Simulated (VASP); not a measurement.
# SnTe (Fm-3m) in VASP: notebook, part 2 of 2

VASP 6.6.1. The steps go on from the part before.

### 5 Single point, PBE+D3(BJ)

This run uses another cell than the first one, of 31.28 Å³/atom, 0.962 times its volume.

INCAR reads:

```
SYSTEM = SnTe
PREC     = Accurate       ! precision mode
ENCUT    = 520            ! plane-wave cutoff, eV
EDIFF    = 1E-6           ! SCF threshold, eV
ISMEAR   = -1             ! smearing method
SIGMA    = 0.05           ! smearing width, eV
LREAL    = .False.        ! projectors in reciprocal space
LASPH    = .True.         ! aspherical terms in the spheres
NELM     = 100            ! most SCF steps
ALGO     = Normal         ! electronic algorithm
ISIF     = 2              ! what is computed and relaxed
LWAVE    = .False.        ! write WAVECAR
LCHARG   = .True.         ! write CHGCAR
GGA      = PE             ! functional
IVDW     = 12             ! dispersion correction
LELF     = .True.         ! ELF
LVHAR    = .True.       
NBANDS   = 17             ! bands
```

KPOINTS reads:

```
Automatic mesh
0
Gamma
  7 7 7
  0 0 0
```

POSCAR reads:

```
SnTe
1.0
    0.0000000000      3.1508500000      3.1508500000
    3.1508500000      0.0000000000      3.1508500000
    3.1508500000      3.1508500000      0.0000000000
Te Sn
1 1
Direct
    0.5000000000      0.5000000000      0.5000000000
    0.0000000000      0.0000000000      0.0000000000
```

Potentials or basis: VASP PAW PBE potentials, release 64 (Te, Sn_d).

Started as:

```console
cat potpaw_PBE.64/Te/POTCAR potpaw_PBE.64/Sn_d/POTCAR > POTCAR
mpirun -np 1 vasp_std > vasp.out
```

OUTCAR:

```text
SYSTEM = SnTe
   PREC = Accurate
   ENCUT = 520
   EDIFF = 1E-6
   ISMEAR = -1
   LREAL = .False.
   LASPH = .True.
   NELM = 100
   ISIF = 2
   GGA = PE
   IVDW = 12
 IVDW          = 12

 ion  position               nearest neighbor table
   1  0.500  0.500  0.500-   2 3.15   2 3.15   2 3.15   2 3.15   2 3.15   2 3.15
   2  0.000  0.000  0.000-   1 3.15   1 3.15   1 3.15   1 3.15   1 3.15   1 3.15

  LATTYP: Found a face centered cubic cell.
 ALAT       =     6.3017000000

  Lattice vectors:

 A1 = (   0.0000000000,   3.1508500000,   3.1508500000)
 A2 = (   3.1508500000,   0.0000000000,   3.1508500000)
 A3 = (   3.1508500000,   3.1508500000,   0.0000000000)

Analysis of symmetry for initial positions (statically):
[... 33 lines left out ...]
                                     Primitive cell

  volume of cell :      62.5624

  direct lattice vectors                    reciprocal lattice vectors
     0.000000000  3.150850000  3.150850000    -0.158687338  0.158687338  0.158687338
     3.150850000  0.000000000  3.150850000     0.158687338 -0.158687338  0.158687338
     3.150850000  3.150850000  0.000000000     0.158687338  0.158687338 -0.158687338

  length of vectors
     4.455974803  4.455974803  4.455974803     0.274854533  0.274854533  0.274854533

  position of ions in fractional coordinates (direct lattice)
     0.500000000  0.500000000  0.500000000
     0.000000000  0.000000000  0.000000000

  ion indices of the primitive-cell ions
   primitive index   ion index
                 1           1
                 2           2

----------------------------------------------------------------------------------------

 KPOINTS: Automatic mesh

Automatic generation of k-mesh.
 Grid dimensions read from file:
 generate k-points for:    7    7    7

 Generating k-lattice:

  Cartesian coordinates                     Fractional coordinates (reciprocal lattice)
    -0.022669620  0.022669620  0.022669620     0.142857143  0.000000000  0.000000000
     0.022669620 -0.022669620  0.022669620     0.000000000  0.142857143  0.000000000
     0.022669620  0.022669620 -0.022669620     0.000000000  0.000000000  0.142857143

  Length of vectors
     0.039264933  0.039264933  0.039264933

  Shift w.r.t. Gamma in fractional coordinates (k-lattice)
     0.000000000  0.000000000  0.000000000

 Subroutine IBZKPT returns following result:
 ===========================================

 Found     20 irreducible k-points:

 Following reciprocal coordinates:
            Coordinates               Weight
  0.000000  0.000000  0.000000      1.000000
  0.142857  0.000000  0.000000      8.000000
  0.285714  0.000000  0.000000      8.000000
  0.428571  0.000000  0.000000      8.000000
  0.142857  0.142857  0.000000      6.000000
  0.285714  0.142857  0.000000     24.000000
[... 12 lines left out ...]
 -0.428571  0.428571  0.142857     24.000000
 -0.285714  0.428571  0.142857     24.000000
   k-points           NKPTS =     20   k-points in BZ     NKDIM =     20   number of bands    NBANDS=     17
   number of dos      NEDOS =    301   number of ions     NIONS =      2
   total plane-waves  NPLWV =  46656
   dimension x,y,z NGX =    36 NGY =   36 NGZ =   36
   dimension x,y,z NGXF=    72 NGYF=   72 NGZF=   72
   ions per type =               1   1
   NGX,Y,Z   is equivalent  to a cutoff of  13.43, 13.43, 13.43 a.u.
   NGXF,Y,Z  is equivalent  to a cutoff of  26.86, 26.86, 26.86 a.u.
 SYSTEM =  SnTe
   PREC   = accura    normal or accurate (medium, high low for compatibility)
   ISTART =      0    job   : 0-new  1-cont  2-samecut
   ICHARG =      2    charge: 1-file 2-atom 10-const
   ISPIN  =      1    spin polarized calculation?
   LNONCOLLINEAR =      F non collinear calculations
   LSORBIT =      F    spin-orbit coupling
   LASPH  =      T    aspherical Exc in radial PAW
   ENCUT  =  520.0 eV  38.22 Ry    6.18 a.u.   8.29  8.29  8.29*2*pi/ulx,y,z
   NELM   =    100;   NELMIN=  2; NELMDL= -5     # of ELM steps
   EDIFF  = 0.1E-05   stopping-criterion for ELM
   LREAL  =      F    real-space projection
   EDIFFG = 0.1E-04   stopping-criterion for IOM
   NSW    =      0    number of steps for IOM
   IBRION =     -1    ionic relax: 0-MD 1-quasi-New 2-CG
   NFREE  =      0    steps in history (QN), initial steepest desc. (CG)
   ISIF   =      2    stress and relaxation
   ISYM   =      2    0-nonsym 1-usesym 2-fastsym
   POTIM  = 0.5000    time-step for ionic-motion
   TEBEG  =    0.0;   TEEND  =   0.0 temperature during run
   PSTRESS=    0.0 pullay stress
   NELECT =      20.0000    total number of electrons
   NUPDOWN=      -1.0000    fix difference up-down
   EMIN   =  10.00;   EMAX   =-10.00  energy-range for DOS
   EFERMI =   0.00;   METHOD = LEGACY
   ISMEAR =    -1;   SIGMA  =   0.05  broadening in eV -4-tet -1-fermi 0-gaus
   EFERMI_NEDOS =   21; number of points for ismear=-14 and -15
   IALGO  =     38    algorithm
   IMIX   =      4    mixing-type and parameters
     AMIX     =   0.40;   BMIX     =  1.00
     AMIX_MAG =   1.60;   BMIX_MAG =  1.00
  volume/ion in A,a.u.               =      31.28       211.10
  Fermi-wavevector in a.u.,A,eV,Ry     =   1.119387  2.115336 17.048485  1.253028
  Thomas-Fermi vector in A             =   2.256026
   LORBIT       =      0    0 simple, 1 ext, 2 COOP (PROOUT), +10 PAW based schemes
   GGA     = PE    functional components
   LHFCALC =     F    Hartree Fock is set to
   AEXX    =    0.0000 exact exchange contribution
   IVDW    =    12    specifies the selected vdW correction
   LEPSILON=     F    determine dielectric tensor
   LRPA    =     F    only Hartree local field effects (RPA)
 non-spin polarized calculation
  energy-cutoff  :      520.00
  volume of cell :       62.56
 maximum number of plane-waves:      1705
 NGX is ok and might be reduce to    36
   NGX = 17   NGY = 17   NGZ = 17

 number of electron      19.9999998 magnetization

 Free energy of the ion-electron system (eV)
  ---------------------------------------------------
  ext. energy  EPLUGINS =         0.00000000
  ---------------------------------------------------
  free energy    TOTEN  =        -7.54729065 eV

  energy without entropy =       -7.54721792  energy(sigma->0) =       -7.54725428

 E-fermi :   7.0300     XC(G=0):  -9.4968

 val. band max:        6.7137946774   @ k =   0.4286   0.0000   0.0000
 cond. band min:       7.3753869064   @ k =   0.4286   0.0000   0.0000
 fundamental gap:      0.6615922290
 Fermi energy:         7.0300238027

 k-point     1 :       0.0000    0.0000    0.0000
  band No.  band energies     occupation
      1     -14.9456      2.00000
      2     -14.9456      2.00000
      3     -14.9396      2.00000
      4     -14.9396      2.00000
      5     -14.9396      2.00000
      6      -5.8512      2.00000
[... 9 lines left out ...]
     16      11.7061      0.00000
     17      13.7763      0.00000

 k-point     2 :       0.1429    0.0000    0.0000
  band No.  band energies     occupation
      1     -14.9464      2.00000
      2     -14.9464      2.00000
      3     -14.9393      2.00000
      4     -14.9385      2.00000
      5     -14.9385      2.00000
      6      -5.6802      2.00000
[... 9 lines left out ...]
     16      12.1219      0.00000
     17      15.0138      0.00000

 k-point     3 :       0.2857    0.0000    0.0000
  band No.  band energies     occupation
      1     -14.9486      2.00000
      2     -14.9486      2.00000
      3     -14.9386      2.00000
      4     -14.9355      2.00000
      5     -14.9355      2.00000
      6      -5.2116      2.00000
[... 9 lines left out ...]
     16      13.2638      0.00000
     17      17.4094      0.00000

 k-point     4 :       0.4286    0.0000    0.0000
  band No.  band energies     occupation
      1     -14.9506      2.00000
      2     -14.9506      2.00000
      3     -14.9381      2.00000
      4     -14.9330      2.00000
      5     -14.9330      2.00000
      6      -4.6741      2.00000
[... 9 lines left out ...]
     16      15.0040      0.00000
     17      16.5079      0.00000
[... 263 lines left out ...]
      1     -14.9548      2.00000
      2     -14.9473      2.00000
      3     -14.9374      2.00000
      4     -14.9342      2.00000
      5     -14.9312      2.00000
      6      -4.4202      2.00000
[... 9 lines left out ...]
     16      15.7431      0.00000
     17      16.9560      0.00000

 k-point    19 :      -0.4286    0.4286    0.1429
  band No.  band energies     occupation
      1     -14.9593      2.00000
      2     -14.9438      2.00000
      3     -14.9406      2.00000
      4     -14.9318      2.00000
      5     -14.9293      2.00000
      6      -4.3038      2.00000
[... 9 lines left out ...]
     16      16.5737      0.00000
     17      17.5216      0.00000

 k-point    20 :      -0.2857    0.4286    0.1429
  band No.  band energies     occupation
      1     -14.9573      2.00000
      2     -14.9459      2.00000
      3     -14.9375      2.00000
      4     -14.9346      2.00000
      5     -14.9294      2.00000
      6      -4.2150      2.00000
[... 9 lines left out ...]
     16      16.7522      0.00000
     17      17.3797      0.00000

------------------------ aborting loop because EDIFF is reached ----------------------------------------

 Edisp (eV)   -0.80183

 E8    (eV) :    -0.3779

  FORCE on cell =-STRESS in cart. coord.  units (eV):
  Direction    XX          YY          ZZ          XY          YZ          ZX
  --------------------------------------------------------------------------------------
  -------------------------------------------------------------------------------------
  Total       0.01224     0.01224     0.01224    -0.00000     0.00000    -0.00000
  in kB       0.31346     0.31346     0.31346    -0.00000     0.00000    -0.00000
  external pressure =        0.31 kB  Pullay stress =        0.00 kB

 VOLUME and BASIS-vectors are now :
 -----------------------------------------------------------------------------
  energy-cutoff  :      520.00
  volume of cell :       62.56
      direct lattice vectors                 reciprocal lattice vectors
     0.000000000  3.150850000  3.150850000    -0.158687338  0.158687338  0.158687338
     3.150850000  0.000000000  3.150850000     0.158687338 -0.158687338  0.158687338
     3.150850000  3.150850000  0.000000000     0.158687338  0.158687338 -0.158687338

 POSITION                                       TOTAL-FORCE (eV/Angst)
 -----------------------------------------------------------------------------------
      3.15085      3.15085      3.15085        -0.000000      0.000000     -0.000000
      0.00000      0.00000      0.00000         0.000000      0.000000      0.000000
 -----------------------------------------------------------------------------------
    total drift:                               -0.000000      0.000000      0.000000

  FREE ENERGIE OF THE ION-ELECTRON SYSTEM (eV)
  ---------------------------------------------------
  free  energy   TOTEN  =        -8.3491239490 eV

  energy  without entropy=       -8.3490512126  energy(sigma->0) =       -8.34908758
```

It took 12 s on 1 thread of Intel Xeon 6975P-C (Granite Rapids), shared host; peak memory 0.2 GiB.

What came out:

| Property | Result |
| --- | --- |
| Free energy | -8.3491 eV |
| Pressure | 0.0 GPa |
| Dispersion energy per atom | -0.401 eV |

Caveat: this odd mesh misses L, where the gap lies, so gap, dielectric constants and Born charges aren't listed; three body term missing; spin-orbit coupling is left out, which moves the levels of the heavy elements.

### 6 Summary

| level | cell | pressure (GPa) |
| --- | --- | --- |
| PBEsol | a = 4.515 Å, angles 60.0°, 2 atoms | -2.0 |
| PBE+D3(BJ) | a = 4.460 Å, angles 60.0°, 2 atoms | -0.1 |
| PBE+D3(BJ) | a = 4.465 Å, angles 60.0°, 2 atoms | -0.2 |
| PBE+D3(BJ) | a = 4.456 Å, angles 60.0°, 2 atoms | 0.0 |

Alike in all rows: task single point; potentials or basis VASP PAW PBE potentials, release 64 (Te, Sn_d); no spin polarisation; k mesh 7 × 7 × 7; cutoff (eV) 520; smearing fermi-dirac 0.05 eV.

Caveats: spin-orbit coupling is left out, which moves the levels of the heavy elements; three body term missing (some runs); the PAW data sets were made with another functional, which shifts forces and pressure a little (some runs).

Absolute energies hang on the potentials; compare differences alone.
